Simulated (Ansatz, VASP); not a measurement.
## MoS2 in VASP and in Ansatz

```
Mo S
1.0
     1.59514    0.92096    6.65632
    -1.59514    0.92096    6.65632
     0.00000   -1.84191    6.65632
Mo S
1 2
Cartesian
  0.0000 0.0000 0.0000
  0.0000 0.0000 14.8962
  0.0000 0.0000 5.0727
```

Alike in both runs: functional PBE; k mesh 9 × 9 × 9; occupations gaussian, width 0.1 eV; no spin polarisation.

Ansatz relaxed the structure, and its values are those at the end. VASP's run is a single point on that final structure, the one shown.

|  | VASP | Ansatz |
| --- | --- | --- |
| version | VASP 6.6.1 | Ansatz 0.2.0 |
| potentials or method | VASP PAW PBE potentials, release 64 (Mo_sv, S), cutoff 520 eV | scalar-relativistic, plane waves, PAW |
| valence electrons in the cell | 26 | 26 |

Ansatz gave:

```
gap on the k mesh at the Fermi level (eV) : none
pressure (GPa)                            : 0.2
rms of the force components (eV/Å)        : 0.006
```

Question: Which values does VASP return?

Answer: gap on the k mesh at the Fermi level (eV): none; pressure (GPa): 0.1; rms of the force components (eV/Å): 0.002.

A gap of «none» marks a metal or a gap that the smearing closes. The functional is the same, so the differences come from potentials, cutoffs and numerics.
